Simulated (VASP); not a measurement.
**MgO (zincblende type): relaxation of cell and atoms with PBE**

Crystal: MgO (zincblende type).

```
CELL_PARAMETERS angstrom
0.00000 2.16728 2.16728
2.16728 0.00000 2.16728
2.16728 2.16728 0.00000
ATOMIC_POSITIONS crystal
Mg 0.00000 0.00000 0.00000
O 0.25000 0.25000 0.25000
```

```json
{
 "Program": "VASP 6.6.1",
 "Task": "relaxation of cell and atoms",
 "Functional": "PBE",
 "Potentials or basis": "VASP PAW PBE potentials, release 64 (Mg, O)",
 "Cutoff": "600 eV",
 "k mesh": "15 × 15 × 15",
 "Occupations": "fermi-dirac, width 0.05 eV",
 "Spin": "no spin polarisation",
 "Target pressure": "31 GPa",
 "Dipole correction": "no",
 "Further INCAR settings": "ALGO = Normal; EDIFF = 1e-07; IBRION = 2; EDIFFG = -0.005; NSW = 32; ISIF = 3"
}
```

The relaxed volume is 10.17 Å³/atom, the relaxed cell is a = 3.064 Å, b = 3.064 Å, c = 3.064 Å, α = 60.00°, β = 60.00°, γ = 60.00° and the space group after relaxing (to 0.05 Å) is F-43m (No. 216). The energy change on relaxing (the enthalpy is what falls) is +2.2 meV/atom, the ionic steps are 3 and the pressure after relaxing is 31.0 GPa. The band gap on the k mesh is 4.59 eV, indirect (the least direct gap lies 3.3 meV higher).

Step by step:
```csv
step,energy change (eV),largest force (eV/Å),pressure (GPa),volume (Å³)
1,0.0000,0.0000,30.75,20.36
2,0.0091,0.0000,31.29,20.31
3,0.0044,0.0000,31.01,20.34
```

Final structure:
```
Mg O
1.0
     0.00000    2.16647    2.16647
     2.16647    0.00000    2.16647
     2.16647    2.16647    0.00000
Mg O
1 1
Direct
  0.00000 0.00000 0.00000
  0.25000 0.25000 0.25000
```

Levels at points of the mesh, in eV from the valence-band top:
```
           k point  band 2  band 3  band 4  band 5  band 6  band 7
(0.00, 0.00, 0.00)    0.00    0.00    0.00    4.59   18.59   18.59
```

Wall time 51 s on 1 thread of AMD EPYC 7R43 64-Core Processor (Zen 3), on a shared host, peak memory 0.13 GiB.

Caveat: the cell is relaxed towards a set pressure, so the enthalpy falls and the energy may rise. A k mesh can miss the band edges.
